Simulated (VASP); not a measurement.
# Cr (Im-3m) in VASP: further runs

Cr is run at these levels: PBE+U; tasks: single point.

Program: VASP 6.6.1. These are calculated values, not measurements. Logs are shortened: lines on timing, memory, paths and dates and some standing lists are left out, and cuts for length are marked.

### Step 1. The cell of the first run

Symmetry: Im-3m, No. 229, cubic system. Conventional cell: a = 2.884 Å, b = 2.884 Å, c = 2.884 Å, α = 90.00°, β = 90.00°, γ = 90.00°. Within 3.3 Å of Cr (site symmetry m-3m) lie 14 Cr at 2.50 to 2.88 Å.

### Step 2. Single point, PBE+U, collinear spin, ferromagnetic start

The input, INCAR:

```
SYSTEM = Cr
PREC = Accurate ; ENCUT = 520
EDIFF = 1E-6 ; ISMEAR = 0
SIGMA = 0.1 ; LREAL = .FALSE.
LASPH = .TRUE. ; NELM = 150
ALGO = Normal ; ISIF = 2
LWAVE = .FALSE. ; LCHARG = .FALSE.
ISPIN = 2 ; MAGMOM = 3 3
LORBIT = 11 ; LMAXMIX = 4
LDAU = .TRUE. ; LDAUTYPE = 2
LDAUL = 2 ; LDAUU = 2.3
LDAUJ = 0 ; LDAUPRINT = 1
GGA = PE ; NBANDS = 23
```

The input, KPOINTS:

```
Automatic mesh
0
G
  10 10 10
  0 0 0
```

The input, POSCAR:

```
Cr
1.0
    2.8839000000      0.0000000000      0.0000000000
    0.0000000000      2.8839000000      0.0000000000
    0.0000000000      0.0000000000      2.8839000000
Cr
2
Direct
    0.0000000000      0.0000000000      0.0000000000
    0.5000000000      0.5000000000      0.5000000000
```

Potentials or basis: VASP PAW PBE potentials, release 64 (Cr_pv).

Launch:

```
cat potpaw_PBE.64/Cr_pv/POTCAR > POTCAR
mpirun -np 1 vasp_std > vasp.out
```

OUTCAR:

```text
SYSTEM = Cr
   PREC = Accurate
   ENCUT = 520
   EDIFF = 1E-6
   ISMEAR = 0
   LREAL = .FALSE.
   LASPH = .TRUE.
   NELM = 150
   ISIF = 2
   ISPIN = 2
   LORBIT = 11
   GGA = PE

 ion  position               nearest neighbor table
   1  0.000  0.000  0.000-   2 2.50   2 2.50   2 2.50   2 2.50   2 2.50   2 2.50   2 2.50   2 2.50

   2  0.500  0.500  0.500-   1 2.50   1 2.50   1 2.50   1 2.50   1 2.50   1 2.50   1 2.50   1 2.50

  LATTYP: Found a simple cubic cell.
 ALAT       =     2.8839000000

  Lattice vectors:

 A1 = (   2.8839000000,   0.0000000000,   0.0000000000)
 A2 = (   0.0000000000,   2.8839000000,   0.0000000000)
 A3 = (   0.0000000000,   0.0000000000,   2.8839000000)

Analysis of symmetry for initial positions (statically):
=====================================================================
 Subroutine PRICEL returns following result:

  LATTYP: Found a body centered cubic cell.
 ALAT       =     2.8839000000
[... 12 lines left out ...]
 Subroutine GETGRP returns: Found 48 space group operations
 (whereof 48 operations were pure point group operations)
 out of a pool of 48 trial point group operations.

The static configuration has the point symmetry O_h .

Analysis of symmetry for dynamics (positions and initial velocities):
=====================================================================
 Subroutine PRICEL returns following result:

  LATTYP: Found a body centered cubic cell.
 ALAT       =     2.8839000000
[... 12 lines left out ...]
 Subroutine GETGRP returns: Found 48 space group operations
 (whereof 48 operations were pure point group operations)
 out of a pool of 48 trial point group operations.

The dynamic configuration has the point symmetry O_h .

Analysis of structural, dynamic, and magnetic symmetry:
=====================================================================
 Subroutine PRICEL returns following result:

  LATTYP: Found a body centered cubic cell.
 ALAT       =     2.8839000000
[... 12 lines left out ...]
 Subroutine GETGRP returns: Found 48 space group operations
 (whereof 48 operations were pure point group operations)
[... 197 lines left out ...]

 occupancies and eigenvectors

  o =  0.2859  v =  0.0000  0.0000 -0.0107 -0.0000  0.9999  0.0000  0.0000  0.0000  0.0000  0.0000      0.0000  0.0000  0.0000  0.0000  0.0000  0.0000  0.0000  0.0000  0.0000  0.0000
  o =  0.2859  v =  0.0000  0.0000 -0.9999 -0.0000 -0.0107  0.0000  0.0000  0.0000  0.0000  0.0000      0.0000  0.0000  0.0000  0.0000  0.0000  0.0000  0.0000  0.0000  0.0000  0.0000
  o =  0.2860  v =  0.0000  0.0000  0.0000  0.0000  0.0000  0.0000  0.0000 -0.0389 -0.0000  0.9992      0.0000  0.0000  0.0000  0.0000  0.0000  0.0000  0.0000  0.0000  0.0000  0.0000
  o =  0.2860  v =  0.0000  0.0000  0.0000  0.0000  0.0000  0.0000 -0.0000 -0.9992 -0.0000 -0.0389      0.0000  0.0000  0.0000  0.0000  0.0000  0.0000  0.0000  0.0000  0.0000  0.0000
  o =  0.5044  v =  0.0000 -0.4926  0.0000 -0.8702 -0.0000  0.0000  0.0000  0.0000  0.0000  0.0000      0.0000  0.0000  0.0000  0.0000  0.0000  0.0000  0.0000  0.0000  0.0000  0.0000
  o =  0.5044  v =  1.0000  0.0000  0.0000  0.0000  0.0000  0.0000  0.0000  0.0000  0.0000  0.0000      0.0000  0.0000  0.0000  0.0000  0.0000  0.0000  0.0000  0.0000  0.0000  0.0000
  o =  0.5044  v =  0.0000  0.8702  0.0000 -0.4926 -0.0000  0.0000  0.0000  0.0000  0.0000  0.0000      0.0000  0.0000  0.0000  0.0000  0.0000  0.0000  0.0000  0.0000  0.0000  0.0000
  o =  0.5045  v =  0.0000  0.0000  0.0000  0.0000  0.0000  0.0000  0.9472 -0.0000 -0.3207 -0.0000      0.0000  0.0000  0.0000  0.0000  0.0000  0.0000  0.0000  0.0000  0.0000  0.0000
  o =  0.5045  v =  0.0000  0.0000  0.0000  0.0000  0.0000  0.0000 -0.3207  0.0000 -0.9472 -0.0000      0.0000  0.0000  0.0000  0.0000  0.0000  0.0000  0.0000  0.0000  0.0000  0.0000
  o =  0.5045  v =  0.0000  0.0000  0.0000  0.0000  0.0000  1.0000  0.0000  0.0000  0.0000  0.0000      0.0000  0.0000  0.0000  0.0000  0.0000  0.0000  0.0000  0.0000  0.0000  0.0000

 number of electron      23.9999982 magnetization      -0.0006353

 Free energy of the ion-electron system (eV)
  ---------------------------------------------------
  ext. energy  EPLUGINS =         0.00000000
  ---------------------------------------------------
  free energy    TOTEN  =       -13.60805557 eV

  energy without entropy =      -13.60023535  energy(sigma->0) =      -13.60414546

 E-fermi :  10.4922     XC(G=0): -13.4655

 val. band max:       10.4917814741   @ k =   0.3000   0.1000   0.0000
 cond. band min:      10.4923672150   @ k =   0.3000   0.1000   0.0000
 fundamental gap:      0.0005857409
 Fermi energy:        10.4921875560

 spin component 1

 k-point     1 :       0.0000    0.0000    0.0000
  band No.  band energies     occupation
      1     -32.9633      1.00000
      2     -32.9633      1.00000
      3     -32.9633      1.00000
      4     -32.4045      1.00000
      5     -32.4045      1.00000
      6     -32.4045      1.00000
[... 1241 lines left out ...]
     22      23.1571      0.00000
     23      28.5117      0.00000

 [... further k-points ...]
[... 5 lines left out ...]
  --------------------------------------------------------------------------------------
  -------------------------------------------------------------------------------------
  Total       -0.7770256     -0.7770256     -0.7770256      0.0000000      0.0000000     -0.0000000
  in kB      -51.9045370    -51.9045370    -51.9045370      0.0000000      0.0000000     -0.0000000
  external PRESSURE =     -51.9045370 kB  Pullay stress =       0.0000000 kB

 VOLUME and BASIS-vectors are now :
 -----------------------------------------------------------------------------
  energy-cutoff  :      520.00
  volume of cell :       23.99
      direct lattice vectors                 reciprocal lattice vectors
     2.883900000  0.000000000  0.000000000     0.346752661  0.000000000  0.000000000
     0.000000000  2.883900000  0.000000000     0.000000000  0.346752661  0.000000000
     0.000000000  0.000000000  2.883900000     0.000000000  0.000000000  0.346752661

 POSITION                                       TOTAL-FORCE (eV/Angst)
 -----------------------------------------------------------------------------------
      0.00000      0.00000      0.00000        -0.000000     -0.000000     -0.000000
      1.44195      1.44195      1.44195         0.000000      0.000000      0.000000
 -----------------------------------------------------------------------------------
    total drift:                                0.000000      0.000000     -0.000000

  FREE ENERGIE OF THE ION-ELECTRON SYSTEM (eV)
  ---------------------------------------------------
  free  energy   TOTEN  =       -13.6080555750 eV

  energy  without entropy=      -13.6002353466  energy(sigma->0) =      -13.60414546

 total charge

# of ion       s       p       d       tot
------------------------------------------
    1        0.434   6.398   4.138  10.970
    2        0.434   6.398   4.138  10.970
--------------------------------------------------
tot          0.867  12.797   8.275  21.939

 magnetization (x)

# of ion       s       p       d       tot
------------------------------------------
    1        0.000   0.000  -0.000  -0.000
    2        0.000   0.000  -0.000  -0.000
--------------------------------------------------
tot          0.000   0.000  -0.000  -0.000
```

OSZICAR:

```text
N       E                     dE             d eps       ncg     rms          rms(c)
DAV:   1     0.246925723707E+03    0.24693E+03   -0.13161E+04  5168   0.128E+03
DAV:   2    -0.633363834523E+01   -0.25326E+03   -0.24402E+03  5222   0.377E+02
DAV:   3    -0.141298178385E+02   -0.77962E+01   -0.77257E+01  6391   0.777E+01
DAV:   4    -0.141986899274E+02   -0.68872E-01   -0.68793E-01  5780   0.731E+00
DAV:   5    -0.141996112299E+02   -0.92130E-03   -0.92125E-03  5558   0.801E-01    0.235E+01
DAV:   6    -0.131592725044E+02    0.10403E+01   -0.91949E+00  5460   0.351E+01    0.509E+00
DAV:   7    -0.134950401161E+02   -0.33577E+00   -0.53569E-01  5383   0.558E+00    0.412E+00
DAV:   8    -0.135723900076E+02   -0.77350E-01   -0.59805E-02  5600   0.186E+00    0.153E+00
DAV:   9    -0.135981285164E+02   -0.25739E-01   -0.11614E-01  5434   0.155E+00    0.717E-01
DAV:  10    -0.136061002483E+02   -0.79717E-02   -0.94382E-03  5404   0.781E-01    0.239E-01
DAV:  11    -0.136078923067E+02   -0.17921E-02   -0.42929E-03  5549   0.272E-01    0.104E-01
DAV:  12    -0.136080313945E+02   -0.13909E-03   -0.35859E-04  5607   0.113E-01    0.525E-02
DAV:  13    -0.136080358133E+02   -0.44189E-05   -0.38726E-05  5467   0.355E-02    0.278E-02
DAV:  14    -0.136080524726E+02   -0.16659E-04   -0.44786E-05  5390   0.307E-02    0.744E-03
DAV:  15    -0.136080549766E+02   -0.25041E-05   -0.28603E-06  4846   0.102E-02    0.306E-03
DAV:  16    -0.136080555750E+02   -0.59836E-06   -0.27097E-07  2695   0.338E-03
   1 F= -.13608056E+02 E0= -.13604145E+02  d E =-.782023E-02  mag=    -0.0003
```

stdout:

```text
POSCAR found type information on POSCAR Cr
 POSCAR found :  1 types and       2 ions
 scaLAPACK will be used
 LDA part: xc-table for (Slater+PW92), standard interpolation
 POSCAR, INCAR and KPOINTS ok, starting setup
 FFT: planning ... GRIDC
 FFT: planning ... GRID_SOFT
 FFT: planning ... GRID
 WAVECAR not read
 entering main loop
```

Wall time 76 s (1 thread of Intel Xeon 8259CL, shared host); peak memory 0.17 GiB.

What came out:

```yaml
Free_energy: -13.6081 eV
Pressure: -5.2 GPa
Band_gap_on_the_k_mesh: zero (filled and empty bands overlap)
Net_moment: 0.00 μB per cell
Valence_electrons_inside_the_program's_atomic_spheres: Cr 10.97
```

Levels at points of the mesh, in eV from the Fermi level:
Spin up:
| k point | band 10 | band 11 | band 12 | band 13 | band 14 | band 15 |
| --- | --- | --- | --- | --- | --- | --- |
| (0.00, 0.00, 0.00) | -0.98 | -0.98 | -0.98 | 1.46 | 1.46 | 2.19 |
| (0.50, 0.00, 0.00) | -1.35 | -0.49 | -0.49 | -0.49 | -0.49 | 0.53 |
| (0.50, 0.50, 0.00) | -2.43 | 0.98 | 0.98 | 1.30 | 1.30 | 1.79 |
| (0.50, 0.50, 0.50) | -2.33 | -2.33 | -2.33 | 1.84 | 1.84 | 1.84 |
Spin down:
```tsv
k point	band 10	band 11	band 12	band 13	band 14	band 15
(0.00, 0.00, 0.00)	-0.98	-0.98	-0.98	1.46	1.46	2.19
(0.50, 0.00, 0.00)	-1.35	-0.50	-0.50	-0.50	-0.50	0.53
(0.50, 0.50, 0.00)	-2.43	0.98	0.98	1.30	1.30	1.78
(0.50, 0.50, 0.50)	-2.33	-2.33	-2.33	1.84	1.84	1.84
```

Eigenvalues of the final occupation matrices:
```tsv
site	spin	trace	eigenvalues
site 1 d	1	2.08	0.29 0.29 0.50 0.50 0.50
site 1 d	2	2.09	0.29 0.29 0.50 0.50 0.50
site 2 d	1	2.08	0.29 0.29 0.50 0.50 0.50
site 2 d	2	2.09	0.29 0.29 0.50 0.50 0.50
```

Caveat: the starting moments collapsed, and a magnetic state may lie lower; the U is typed as a test and isn't derived for this compound.

### Step 3. Single point, PBE+U, collinear spin, ferromagnetic start

The input, INCAR:

```
PREC = Accurate
ENCUT = 520
EDIFF = 1E-7
ISMEAR = 0
SIGMA = 0.1
LREAL = False
LASPH = True
NELM = 150
ALGO = Normal
ISIF = 2
LWAVE = False
LCHARG = False
ISPIN = 2
MAGMOM = 3 3
LORBIT = 11
LMAXMIX = 4
LDAU = True
LDAUTYPE = 2
LDAUL = 2
LDAUU = 2.3
LDAUJ = 0
LDAUPRINT = 1
GGA = PE
NBANDS = 23
```

The input, KPOINTS:

```
regular mesh
0
Gamma
  10 10 10
```

POSCAR is that of step 2.

Potentials or basis: VASP PAW PBE potentials, release 64 (Cr_pv).

Launch:

```
cat potpaw_PBE.64/Cr_pv/POTCAR > POTCAR
mpirun -np 1 vasp_std > vasp.out
```

Run time: 96 s. Hardware: 1 thread of Intel Xeon 8259CL, shared host; peak memory 0.17 GiB.

It converged, with:

| Quantity | Value |
| --- | --- |
| Free energy | -13.6081 eV |
| Pressure | -5.2 GPa |
| Band gap on the k mesh | zero (filled and empty bands overlap) |
| Net moment | 0.00 μB per cell |
| Valence electrons inside the program's atomic spheres | Cr 10.97 |

Levels at points of the mesh, in eV from the Fermi level:
Spin up:
```
           k point  band 10  band 11  band 12  band 13  band 14  band 15
(0.00, 0.00, 0.00)    -0.98    -0.98    -0.98     1.46     1.46     2.19
(0.50, 0.00, 0.00)    -1.35    -0.49    -0.49    -0.49    -0.49     0.53
(0.50, 0.50, 0.00)    -2.43     0.98     0.98     1.30     1.30     1.79
(0.50, 0.50, 0.50)    -2.33    -2.33    -2.33     1.84     1.84     1.84
```
Spin down:
| k point | band 8 | band 9 | band 10 | band 11 | band 12 | band 13 | band 14 | band 15 | band 16 | band 17 |
| --- | --- | --- | --- | --- | --- | --- | --- | --- | --- | --- |
| (0.00, 0.00, 0.00) | -3.75 | -3.75 | -0.98 | -0.98 | -0.98 | 1.46 | 1.46 | 2.19 | 2.19 | 2.19 |
| (0.50, 0.00, 0.00) | -3.83 | -1.35 | -1.35 | -0.49 | -0.49 | -0.49 | -0.49 | 0.53 | 0.53 | 2.68 |
| (0.50, 0.50, 0.00) | -4.21 | -2.43 | -2.43 | 0.98 | 0.98 | 1.30 | 1.30 | 1.78 | 1.78 | 2.56 |
| (0.50, 0.50, 0.50) | -2.33 | -2.33 | -2.33 | -2.33 | -2.33 | 1.84 | 1.84 | 1.84 | 1.84 | 6.91 |

Eigenvalues of the final occupation matrices:
| site | spin | trace | eigenvalues |
| --- | --- | --- | --- |
| site 1 d | 1 | 2.09 | 0.29 0.29 0.50 0.50 0.50 |
| site 1 d | 2 | 2.09 | 0.29 0.29 0.50 0.50 0.50 |
| site 2 d | 1 | 2.09 | 0.29 0.29 0.50 0.50 0.50 |
| site 2 d | 2 | 2.09 | 0.29 0.29 0.50 0.50 0.50 |

Caveat: the starting moments collapsed, and a magnetic state may lie lower; the U is typed as a test and isn't derived for this compound. The state reached can hang on the start; a lower one may exist.
